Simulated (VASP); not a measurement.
A run of VASP 6.6.1:

INCAR

```
SYSTEM = Ba2CuSO2
PREC = Accurate ; ENCUT = 520
EDIFF = 1E-7 ; ISMEAR = -1
SIGMA = 0.1 ; LREAL = .FALSE.
LASPH = .TRUE. ; NELM = 60
ALGO = Normal ; ISIF = 2
LWAVE = .FALSE. ; LCHARG = .TRUE.
GGA = PS ; IVDW = 12
LELF = .TRUE. ; LVHAR = .TRUE.
NBANDS = 34
```

The input KPOINTS:

```
regular mesh
0
G
  6 6 3
  0 0 0
```

File POSCAR:

```
Ba2CuSO2
1.0
    4.0477481080      0.0000000000      0.0000000000
    0.0000000000      4.0477481080      0.0000000000
    0.0000000000      0.0000000000      7.4974677331
Ba Cu S O
2 1 1 2
Direct
    0.5000000000      0.5000000000      0.7574590000
    0.5000000000      0.5000000000      0.2425410000
    0.0000000000      0.0000000000      0.5000000000
    0.0000000000      0.0000000000      0.0000000000
    0.0000000000      0.5000000000      0.5000000000
    0.5000000000      0.0000000000      0.5000000000
```

Potentials or basis: VASP PAW PBE potentials, release 64 (Ba_sv, Cu, S, O).

Launch:

```bash
$ cat potpaw_PBE.64/Ba_sv/POTCAR potpaw_PBE.64/Cu/POTCAR potpaw_PBE.64/S/POTCAR potpaw_PBE.64/O/POTCAR > POTCAR
$ mpirun -np 1 vasp_std > vasp.out
```

Hardware: 1 thread of Intel(R) Xeon(R) Platinum 8259CL CPU @ 2.50GHz (Skylake/Cascade Lake), on a shared host.

Problem. How long does it take, and how much memory?

Solution. Wall time 2.5 min on 1 thread of Intel(R) Xeon(R) Platinum 8259CL CPU @ 2.50GHz (Skylake/Cascade Lake), on a shared host, peak memory 0.27 GiB. Counts: scf iterations 18, k points 20.
